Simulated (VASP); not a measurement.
# Ge: single point with r2SCAN

The system is Ge.

```
Ge
1.0
     3.99762    0.00000    0.00000
    -1.99881    3.46204    0.00000
     0.00000    0.00000    6.59282
Ge
4
Direct
  0.33333 0.66667 0.00037
  0.66667 0.33333 0.50037
  0.33333 0.66667 0.37463
  0.66667 0.33333 0.87463
```

| Quantity | Value |
| --- | --- |
| Program | VASP 6.6.1 |
| Task | single point |
| Functional | r2SCAN |
| Potentials or basis | VASP PAW PBE potentials, release 64 (Ge_d) |
| Cutoff | 520 eV |
| k mesh | 6 × 6 × 4 |
| Occupations | fermi-dirac, width 0.02 eV |
| Spin | no spin polarisation |

```
Pressure               : 0.1 GPa
Band gap on the k mesh : 0.06 eV, direct
```

Stress tensor (GPa, compression positive):
```
0.12 0.00 0.00
0.00 0.12 0.00
0.00 0.00 0.04
```

Levels at points of the mesh, in eV from the valence-band top:
| k point | band 24 | band 25 | band 26 | band 27 | band 28 | band 29 | band 30 | band 31 | band 32 | band 33 |
| --- | --- | --- | --- | --- | --- | --- | --- | --- | --- | --- |
| (0.00, 0.00, 0.00) | -1.69 | -1.69 | -0.29 | 0.00 | 0.00 | 0.06 | 0.26 | 2.29 | 2.29 | 2.81 |
| (0.50, 0.00, 0.00) | -7.09 | -4.87 | -3.34 | -3.02 | -1.65 | 0.62 | 1.83 | 3.72 | 3.83 | 4.49 |
| (0.00, 0.00, 0.50) | -5.05 | -1.03 | -1.03 | -1.03 | -1.03 | 0.84 | 0.84 | 3.46 | 3.46 | 3.46 |
| (0.50, 0.00, 0.50) | -8.26 | -2.77 | -2.77 | -2.66 | -2.66 | 0.63 | 0.63 | 2.27 | 2.27 | 6.36 |

Wall time 120 s on 1 thread of AMD EPYC 9R45 96-Core Processor (Zen 5) (shared host), peak memory 0.2 GiB.

Caveat: the PAW data sets were made with another functional, which shifts forces and pressure a little. A k mesh can miss the band edges.
